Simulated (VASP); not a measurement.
# AlSiN (Pmmm) in VASP: relaxation of cell and atoms with PBE

Aim: the relaxation of cell and atoms of AlSiN with PBE.

All numbers are computed with VASP 6.6.1; they aren't measurements. Logs are shortened: lines on timing, memory, paths and dates and some standing lists are left out, and cuts for length are marked.

## 1. The cell of the first run

It takes space group Pmmm (No. 47, orthorhombic). Conventional cell: a = 3.342 Å, b = 3.365 Å, c = 3.391 Å, α = 90.00°, β = 90.00°, γ = 90.00°. Al (site symmetry mmm) has 2 N at 1.70 Å within 2.3 Å. Si (site symmetry mmm) has 4 Al at 2.37 Å and 8 N at 2.92 Å within 3.1 Å. N (site symmetry mmm) has 2 Al at 1.70 Å within 2.3 Å.

## 2. Relaxation of cell and atoms, PBE

Input file INCAR:

```
SYSTEM = AlSiN
PREC     = Accurate       ! precision mode
ENCUT    = 600            ! plane-wave cutoff, eV
EDIFF    = 1E-7           ! SCF threshold, eV
ISMEAR   = 0              ! smearing method
SIGMA    = 0.1            ! smearing width, eV
LREAL    = .FALSE.        ! projectors in reciprocal space
LASPH    = .TRUE.         ! aspherical terms in the spheres
NELM     = 120            ! most SCF steps
ALGO     = Normal         ! electronic algorithm
ISIF     = 3              ! what is computed and relaxed
LWAVE    = .FALSE.        ! write WAVECAR
LCHARG   = .FALSE.        ! write CHGCAR
GGA      = PE             ! functional
IBRION   = 2              ! ionic algorithm
NSW      = 90             ! ionic steps
EDIFFG   = -0.04          ! ionic threshold
GGA_COMPAT= .FALSE.      
NELMIN   = 4
```

Input file KPOINTS:

```
regular mesh
0
G
  6 6 6
  0 0 0
```

Input file POSCAR:

```
AlSiN
1.0
    3.3424458200      0.0000000000      0.0000000000
    0.0000000000      3.3654363400      0.0000000000
    0.0000000000      0.0000000000      3.3912082600
Al Si N
1 1 1
Direct
    0.5000000000      0.5000000000      0.0000000000
    0.0000000000      0.0000000000      0.0000000000
    0.5000000000      0.5000000000      0.5000000000
```

Potentials or basis: VASP PAW PBE potentials, release 64 (Al, Si, N).

The run is started by

```
$ cat potpaw_PBE.64/Al/POTCAR potpaw_PBE.64/Si/POTCAR potpaw_PBE.64/N/POTCAR > POTCAR
$ mpirun -np 1 vasp_std > vasp.out
```

OUTCAR:

```text
SYSTEM = AlSiN
   PREC = Accurate
   ENCUT = 600
   EDIFF = 1E-7
   ISMEAR = 0
   LREAL = .FALSE.
   LASPH = .TRUE.
   NELM = 120
   ISIF = 3
   GGA = PE
   IBRION = 2
   NSW = 90
   EDIFFG = -0.04
   NELMIN = 4

 ion  position               nearest neighbor table
   1  0.500  0.500  0.000-   3 1.70   3 1.70   2 2.37   2 2.37   2 2.37   2 2.37
   2  0.000  0.000  0.000-   1 2.37   1 2.37   1 2.37   1 2.37
   3  0.500  0.500  0.500-   1 1.70   1 1.70

  LATTYP: Found a simple orthorhombic cell.
 ALAT       =     3.3424458200
 B/A-ratio  =     1.0068783523
 C/A-ratio  =     1.0145888498

  Lattice vectors:

 A1 = (   3.3424458200,   0.0000000000,   0.0000000000)
 A2 = (   0.0000000000,   3.3654363400,   0.0000000000)
 A3 = (   0.0000000000,   0.0000000000,   3.3912082600)

Analysis of symmetry for initial positions (statically):
=====================================================================
 Subroutine PRICEL returns:
 Original cell was already a primitive cell.

 Routine SETGRP: Setting up the symmetry group for a
 simple orthorhombic supercell.

 Subroutine GETGRP returns: Found  8 space group operations
 (whereof  8 operations were pure point group operations)
 out of a pool of  8 trial point group operations.

The static configuration has the point symmetry D_2h.

Analysis of symmetry for dynamics (positions and initial velocities):
=====================================================================
 Subroutine PRICEL returns:
 Original cell was already a primitive cell.

 Routine SETGRP: Setting up the symmetry group for a
 simple orthorhombic supercell.

 Subroutine GETGRP returns: Found  8 space group operations
 (whereof  8 operations were pure point group operations)
 out of a pool of  8 trial point group operations.

The dynamic configuration has the point symmetry D_2h.

 Subroutine INISYM returns: Found  8 space group operations
 (whereof  8 operations are pure point group operations),
 and found     1 'primitive' translations

----------------------------------------------------------------------------------------

                                     Primitive cell

  volume of cell :      38.1470

  direct lattice vectors                    reciprocal lattice vectors
     3.342445820  0.000000000  0.000000000     0.299182112  0.000000000  0.000000000
     0.000000000  3.365436340  0.000000000     0.000000000  0.297138290  0.000000000
     0.000000000  0.000000000  3.391208260     0.000000000  0.000000000  0.294880150

  length of vectors
     3.342445820  3.365436340  3.391208260     0.299182112  0.297138290  0.294880150

  position of ions in fractional coordinates (direct lattice)
     0.500000000  0.500000000  0.000000000
     0.000000000  0.000000000  0.000000000
     0.500000000  0.500000000  0.500000000

[... 71 lines left out ...]
   ISPIN  =      1    spin polarized calculation?
   LNONCOLLINEAR =      F non collinear calculations
   LSORBIT =      F    spin-orbit coupling
   LASPH  =      T    aspherical Exc in radial PAW
   ENCUT  =  600.0 eV  44.10 Ry    6.64 a.u.   6.68  6.72  6.77*2*pi/ulx,y,z
   NELM   =    120;   NELMIN=  4; NELMDL= -5     # of ELM steps
   EDIFF  = 0.1E-06   stopping-criterion for ELM
   LREAL  =      F    real-space projection
   EDIFFG = -.4E-01   stopping-criterion for IOM
   NSW    =     90    number of steps for IOM
   IBRION =      2    ionic relax: 0-MD 1-quasi-New 2-CG
   NFREE  =      1    steps in history (QN), initial steepest desc. (CG)
   ISIF   =      3    stress and relaxation
   ISYM   =      2    0-nonsym 1-usesym 2-fastsym
   POTIM  = 0.5000    time-step for ionic-motion
   TEBEG  =    0.0;   TEEND  =   0.0 temperature during run
   PSTRESS=    0.0 pullay stress
   NELECT =      12.0000    total number of electrons
   NUPDOWN=      -1.0000    fix difference up-down
   EMIN   =  10.00;   EMAX   =-10.00  energy-range for DOS
   EFERMI =   0.00;   METHOD = LEGACY
   ISMEAR =     0;   SIGMA  =   0.10  broadening in eV -4-tet -1-fermi 0-gaus
   EFERMI_NEDOS =   21; number of points for ismear=-14 and -15
   IALGO  =     38    algorithm
   IMIX   =      4    mixing-type and parameters
     AMIX     =   0.40;   BMIX     =  1.00
     AMIX_MAG =   1.60;   BMIX_MAG =  1.00
  volume/ion in A,a.u.               =      12.72        85.81
  Fermi-wavevector in a.u.,A,eV,Ry     =   1.113393  2.104008 16.866382  1.239644
  Thomas-Fermi vector in A             =   2.249977
   LORBIT       =      0    0 simple, 1 ext, 2 COOP (PROOUT), +10 PAW based schemes
   GGA     = PE    functional components
   LHFCALC =     F    Hartree Fock is set to
   AEXX    =    0.0000 exact exchange contribution
   IVDW    =     0    specifies the selected vdW correction
   LEPSILON=     F    determine dielectric tensor
   LRPA    =     F    only Hartree local field effects (RPA)
 conjugate gradient relaxation of ions
 non-spin polarized calculation
 Gauss-broadening in eV      SIGMA  =   0.10
  energy-cutoff  :      600.00
  volume of cell :       38.15
 maximum number of plane-waves:      1312
 NGX is ok and might be reduce to    28
   NGX = 13   NGY = 13   NGZ = 13

--------------------------------------- Ionic step        1  -------------------------------------------

 number of electron      11.9999997 magnetization

 Free energy of the ion-electron system (eV)
  ---------------------------------------------------
  ext. energy  EPLUGINS =         0.00000000
  ---------------------------------------------------
  free energy    TOTEN  =       -14.37976620 eV

  energy without entropy =      -14.37449174  energy(sigma->0) =      -14.37712897

 E-fermi :   7.2348     XC(G=0): -10.6973

 val. band max:        7.1939964385   @ k =   0.5000   0.3333   0.1667
 cond. band min:       7.3234891445   @ k =   0.5000   0.3333   0.1667
 fundamental gap:      0.1294927060
 Fermi energy:         7.2348280682

 k-point     1 :       0.0000    0.0000    0.0000
  band No.  band energies     occupation
      1      -8.2704      2.00000
      2      -0.8997      2.00000
      3       2.5902      2.00000
      4       4.3041      2.00000
      5       4.4037      2.00000
      6       9.8806      0.00000
      7      10.4039      0.00000
      8      10.4735      0.00000
      9      11.0488      0.00000
     10      11.0765      0.00000
[... 520 lines left out ...]
--------------------------------------- Ionic step        7  -------------------------------------------

 number of electron      12.0000000 magnetization

 Free energy of the ion-electron system (eV)
  ---------------------------------------------------
  ext. energy  EPLUGINS =         0.00000000
  ---------------------------------------------------
  free energy    TOTEN  =       -15.23156497 eV

  energy without entropy =      -15.22194974  energy(sigma->0) =      -15.22675735

 E-fermi :   4.7986     XC(G=0):  -9.6378

 val. band max:        4.7861807832   @ k =   0.1667   0.0000   0.5000
 cond. band min:       4.8055328294   @ k =   0.1667   0.1667   0.3333
 fundamental gap:      0.0193520462
 Fermi energy:         4.7985631925

 k-point     1 :       0.0000    0.0000    0.0000
  band No.  band energies     occupation
      1      -9.5763      2.00000
      2      -3.1088      2.00000
      3       0.7088      2.00000
      4       2.1350      2.00000
      5       2.2181      2.00000
      6       7.0373      0.00000
      7       7.0854      0.00000
      8       7.8209      0.00000
      9       7.8683      0.00000
     10       7.9812      0.00000
[... 329 lines left out ...]
  FREE ENERGIE OF THE ION-ELECTRON SYSTEM (eV)
  ---------------------------------------------------
  free  energy   TOTEN  =       -15.2315649674 eV

  energy  without entropy=      -15.2219497384  energy(sigma->0) =      -15.22675735

 reached required accuracy - stopping structural energy minimisation
```

OSZICAR:

```text
N       E                     dE             d eps       ncg     rms          rms(c)
DAV:   1     0.330453021680E+02    0.33045E+02   -0.59546E+03  1288   0.113E+03
DAV:   2    -0.146440440671E+02   -0.47689E+02   -0.45193E+02  1792   0.187E+02
DAV:   3    -0.175303007950E+02   -0.28863E+01   -0.28587E+01  1534   0.491E+01
[... 72 lines left out ...]
DAV:   4    -0.152315697091E+02    0.49330E-04   -0.21185E-04  1296   0.102E-01    0.134E-02
DAV:   5    -0.152315664326E+02    0.32765E-05   -0.98206E-06  1446   0.212E-02    0.811E-03
DAV:   6    -0.152315651893E+02    0.12433E-05   -0.83358E-07  1334   0.750E-03    0.298E-03
DAV:   7    -0.152315650025E+02    0.18675E-06   -0.24143E-08   680   0.140E-03    0.100E-03
DAV:   8    -0.152315649674E+02    0.35127E-07   -0.63786E-09   680   0.682E-04
   7 F= -.15231565E+02 E0= -.15226757E+02  d E =-.756977E-04
```

CONTCAR:

```text
AlSiN
   1.00000000000000
     3.7085731438315648    0.0000000000000000    0.0000000000000000
     0.0000000000000000    3.7368155327820785    0.0000000000000000
     0.0000000000000000    0.0000000000000000    3.5607396124817536
  Al              Si              N
     1     1     1
Direct
     0.5000000000000000    0.5000000000000000    0.0000000000000000
     0.0000000000000000    0.0000000000000000    0.0000000000000000
     0.5000000000000000    0.5000000000000000    0.5000000000000000

  0.00000000E+00  0.00000000E+00  0.00000000E+00
  0.00000000E+00  0.00000000E+00  0.00000000E+00
  0.00000000E+00  0.00000000E+00  0.00000000E+00
```

Run time: 86 s. Hardware: 1 thread of Intel Xeon Platinum 8488C (Sapphire Rapids), shared host; peak memory 0.17 GiB.

What came out:

```yaml
Free_energy: -15.2316 eV
Relaxed_volume: 16.45 Å³/atom
Relaxed_cell: a = 3.709 Å, b = 3.737 Å, c = 3.561 Å, α = 90.00°, β = 90.00°, γ = 90.00°
Space_group_after_relaxing_to_0.05_Å: P4/mmm (No. 123)
Energy_gained_by_relaxing: 283.9 meV/atom
Ionic_steps: 7
Pressure_after_relaxing: -0.3 GPa
Band_gap_on_the_k_mesh: zero (band 6 reaches 7.04 eV, above the bottom of band 7 at 2.39 eV)
```

Step by step:
```tsv
step	energy change (eV)	largest force (eV/Å)	pressure (GPa)	volume (Å³)
1	0.0000	0.0000	32.71	38.15
2	-0.3420	0.0000	-10.82	54.32
3	-0.7128	0.0000	1.10	46.37
4	-0.8510	0.0000	0.31	48.79
5	-0.8518	0.0000	0.33	48.99
6	-0.8517	0.0000	0.33	49.04
7	-0.8518	0.0000	-0.27	49.35
```

Final structure:
```xyz
3
Lattice="3.7086 0.0000 0.0000 0.0000 3.7368 0.0000 0.0000 0.0000 3.5607" Properties=species:S:1:pos:R:3 pbc="T T T"
Al    1.8543    1.8684    0.0000
Si    0.0000    0.0000    0.0000
N     1.8543    1.8684    1.7804
```

Caveat: the volume moved by over 15 % at a fixed basis, so the end points are rough.
